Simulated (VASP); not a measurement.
H2, 2 atoms in the cell. The cell holds a molecule in a box, 2 atoms: a = 9.000 Å, b = 9.500 Å, c = 10.000 Å, α = 90.00°, β = 90.00°, γ = 90.00°. 

| Item | Value |
| --- | --- |
| Program | VASP 6.6.1 |
| Task | single point |
| Functional | PBEsol |
| Potentials or basis | VASP PAW PBE potentials, release 64 (H) |
| Cutoff | 520 eV |
| k mesh | 1 × 1 × 1 |
| Occupations | gaussian, width 0.02 eV |
| Spin | no spin polarisation |
| Dipole correction | no |
| Further INCAR settings | ALGO = Normal; EDIFF = 1e-07; NBANDS = 8 |

Potentials or basis: VASP PAW PBE potentials, release 64 (H).

The run is started by

```console
$ cat potpaw_PBE.64/H/POTCAR > POTCAR
$ mpirun -np 1 vasp_gam > vasp.out
```

Hardware: 1 thread of Intel Xeon 6975P-C, with other jobs on the host.

Question: How long does it take, and how much memory?

Answer: Wall time 42 s on 1 thread of Intel Xeon 6975P-C, on a shared host, peak memory 0.66 GiB. Counts: scf iterations 21, k points 1.
